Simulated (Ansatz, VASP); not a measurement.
**Al7As8 in VASP and in Ansatz**

```
Al As
1.0
     0.00000    5.72791   -5.72791
     5.72791    5.72791    0.00000
     5.72791    0.00000   -5.72791
Al As
7 8
Direct
  0.00000 0.50000 0.50000
  0.50000 0.00000 0.50000
  0.50000 0.50000 0.50000
  0.00000 0.00000 0.00000
  0.00000 0.50000 0.00000
  0.50000 0.00000 0.00000
  0.50000 0.50000 0.00000
  0.12500 0.12500 0.12500
  0.12500 0.62500 0.12500
  0.62500 0.12500 0.12500
  0.62500 0.62500 0.12500
  0.12500 0.12500 0.62500
  0.12500 0.62500 0.62500
  0.62500 0.12500 0.62500
  0.62500 0.62500 0.62500
```

Change from the starting cell: Al vacancy (site a), charge +0, atoms relaxed at the host's cell.

Alike in both runs: task relaxation of the atoms; functional PBE; k mesh 2 × 2 × 2; occupations gaussian, width 0.01 eV; collinear spin.

```csv
,VASP,Ansatz
version,VASP 6.6.1,Ansatz 0.2.0
potentials or method,"VASP PAW PBE potentials, release 64 (Al, As), cutoff 520 eV","scalar-relativistic, plane waves, PAW"
valence electrons in the cell,61,141
```

|  | VASP | Ansatz | Ansatz less VASP |
| --- | --- | --- | --- |
| gap on the k mesh at the Fermi level, each at its own relaxed structure (eV) | none | none | - |
| net moment per atom (μB) | 0.02 | 0.02 | 0.000 |
| size of the moment on the site where the two differ most (μB) | 0.03 | 0.03 | -0.001 |

Site moments also hang on the region over which each program counts them. A gap of «none» marks a metal or a gap that the smearing closes. VASP's potentials hold 61 valence electrons a cell and Ansatz's 141, so a difference there can come from the potentials and not from the codes.

The k mesh is coarse, so the values compare programs but aren't converged.
